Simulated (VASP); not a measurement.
Set up this calculation in VASP 6.6.1, as the native input.

```
Task                   : relaxation of cell and atoms
Functional             : PBE
Potentials or basis    : VASP PAW PBE potentials, release 64 (Al, Ni)
Cutoff                 : 600 eV
k mesh                 : 13 × 13 × 13
Occupations            : methfessel-paxton, width 0.1 eV
Spin                   : no spin polarisation
Dipole correction      : no
Further INCAR settings : ALGO = Normal; EDIFF = 1e-07; IBRION = 2; EDIFFG = -0.005; NSW = 80; ISIF = 3
```

The structure of AlNi (NiAl (Pm-3m)) lies in POSCAR:

```
AlNi
1.0
    2.8597113000      0.0000000000      0.0000000000
    0.0000000000      2.8597113000      0.0000000000
    0.0000000000      0.0000000000      2.8597113000
Al Ni
1 1
Direct
    0.5000000000      0.5000000000      0.5000000000
    0.0000000000      0.0000000000      0.0000000000
```

These files were run (other wordings do the same):

INCAR

```
PREC     = Accurate       # precision mode
ENCUT    = 600            # plane-wave cutoff, eV
EDIFF    = 1E-7           # SCF threshold, eV
ISMEAR   = 1              # smearing method
SIGMA    = 0.1            # smearing width, eV
LREAL    = False          # projectors in reciprocal space
LASPH    = True           # aspherical terms in the spheres
NELM     = 120            # most SCF steps
ALGO     = Normal         # electronic algorithm
ISIF     = 3              # what is computed and relaxed
LWAVE    = False          # write WAVECAR
LCHARG   = False          # write CHGCAR
GGA      = PE             # functional
IBRION   = 2              # ionic algorithm
NSW      = 80             # ionic steps
EDIFFG   = -0.005         # ionic threshold
GGA_COMPAT= False        
NELMIN   = 4
```

KPOINTS

```
regular mesh
0
Gamma
  13 13 13
```

Potentials or basis: VASP PAW PBE potentials, release 64 (Al, Ni).

The run is started by

```console
$ cat potpaw_PBE.64/Al/POTCAR potpaw_PBE.64/Ni/POTCAR > POTCAR
$ mpirun -np 1 vasp_std > vasp.out
```

It gave:

The relaxed volume is 12.10 Å³/atom, the relaxed cell is a = 2.892 Å, b = 2.892 Å, c = 2.892 Å, α = 90.00°, β = 90.00°, γ = 90.00° and the space group after relaxing (to 0.05 Å) is Pm-3m (No. 221). The energy gained by relaxing is 7.0 meV/atom and the ionic steps are 3. The pressure after relaxing is 0.0 GPa.

Run time: 16 s on 1 thread of Intel(R) Xeon(R) 6975P-C (Granite Rapids), on a shared host, peak memory 0.16 GiB.
